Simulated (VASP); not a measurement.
Here is a VASP 6.6.1 calculation.

Contents of INCAR:

```
PREC = Accurate
ENCUT = 520
EDIFF = 1E-6
ISMEAR = 0
SIGMA = 0.1
LREAL = F
LASPH = T
NELM = 80
ALGO = Normal
ISIF = 2
LWAVE = F
LCHARG = F
GGA = PE
NBANDS = 26
```

The input KPOINTS:

```
Automatic mesh
0
Gamma
  6 6 6
```

Contents of POSCAR:

```
TaRu2
1.0
    3.8460047600      0.0000000000      0.0000000000
   -1.9230023800      3.3307378300      0.0000000000
    0.0000000000      0.0000000000      3.5606083900
Ta Ru
1 2
Direct
    0.0000000000      0.0000000000      0.5000000000
    0.3333333300      0.6666666700      0.5000000000
    0.6666666700      0.3333333300      0.5000000000
```

Potentials or basis: VASP PAW PBE potentials, release 64 (Ta_pv, Ru_pv).

Launch:

```bash
$ cat potpaw_PBE.64/Ta_pv/POTCAR potpaw_PBE.64/Ru_pv/POTCAR > POTCAR
$ mpirun -np 1 vasp_std > vasp.out
```

Task: What does it give for the band gap on the k mesh?

Result: Zero (an odd number of electrons rules out a gap without spin polarisation).

Task: Estimate the pressure.

Result: 144.2 GPa.

Stress tensor (GPa, compression positive):
```
221.50   0.00   0.00
  0.00 221.50   0.00
  0.00   0.00 -10.50
```

Caveat: the stress differs along the axes, from -11 to 221 GPa; spin-orbit coupling is left out, which moves the levels of the heavy elements.
